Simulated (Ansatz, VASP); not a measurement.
**One calculation of Rh, two programs**

```xyz
3
Lattice="4.3387 0.0000 0.0000 -2.1694 3.7575 0.0000 0.0000 0.0000 2.6626" Properties=species:S:1:pos:R:3 pbc="T T T"
Rh    2.1694    3.7575    0.0000
Rh    0.0000    2.5050    1.3313
Rh    2.1694    1.2525    1.3313
```

Alike in both runs: functional PBE; k mesh 9 × 9 × 12; occupations fermi-dirac, width 0.1 eV; no spin polarisation.

Ansatz relaxed the structure, and its values are those at the end. VASP's run is a single point on that final structure, the one shown.

```csv
,VASP,Ansatz
version,VASP 6.6.1,Ansatz 0.2.0
potentials or method,"VASP PAW PBE potentials, release 64 (Rh_pv), cutoff 520 eV","plane waves (420 eV) with PAW, scalar-relativistic"
valence electrons in the cell,45,51
```

|  | VASP | Ansatz | Ansatz less VASP |
| --- | --- | --- | --- |
| pressure (GPa) | 0.0 | 0.0 | -0.05 |

VASP's potentials hold 45 valence electrons a cell and Ansatz's 51, so a difference there can come from the potentials and not from the codes.
